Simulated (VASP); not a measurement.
Hg, 3 atoms in the cell. The structure is hexagonal, space group P6_222 (No. 180). The conventional cell has a = 5.992 Å, b = 5.992 Å, c = 3.505 Å, α = 90.00°, β = 90.00°, γ = 120.00°. Hg (site symmetry 222) has 10 Hg at 3.22 to 3.80 Å within 4.2 Å. 

| Quantity | Value |
| --- | --- |
| Program | VASP 6.6.1 |
| Task | single point |
| Functional | PBE |
| Potentials or basis | VASP PAW PBE potentials, release 64 (Hg) |
| Cutoff | 520 eV |
| k mesh | 9 × 9 × 14 |
| Occupations | gaussian, width 0.1 eV |
| Spin | no spin polarisation |
| Dipole correction | no |
| Further INCAR settings | ALGO = Normal; EDIFF = 1e-07; NBANDS = 25 |

Potentials or basis: VASP PAW PBE potentials, release 64 (Hg).

The run is started by

```bash
$ cat potpaw_PBE.64/Hg/POTCAR > POTCAR
$ mpirun -np 1 vasp_std > vasp.out
```

Hardware: 1 thread of Intel(R) Xeon(R) Platinum 8259CL CPU @ 2.50GHz (Skylake/Cascade Lake), with other jobs on the host.

Problem. Estimate the wall time of this run.

Solution. Wall time 3 min on 1 thread of Intel(R) Xeon(R) Platinum 8259CL CPU @ 2.50GHz (Skylake/Cascade Lake) (shared host), peak memory 0.37 GiB. Counts: scf iterations 11, k points 96.
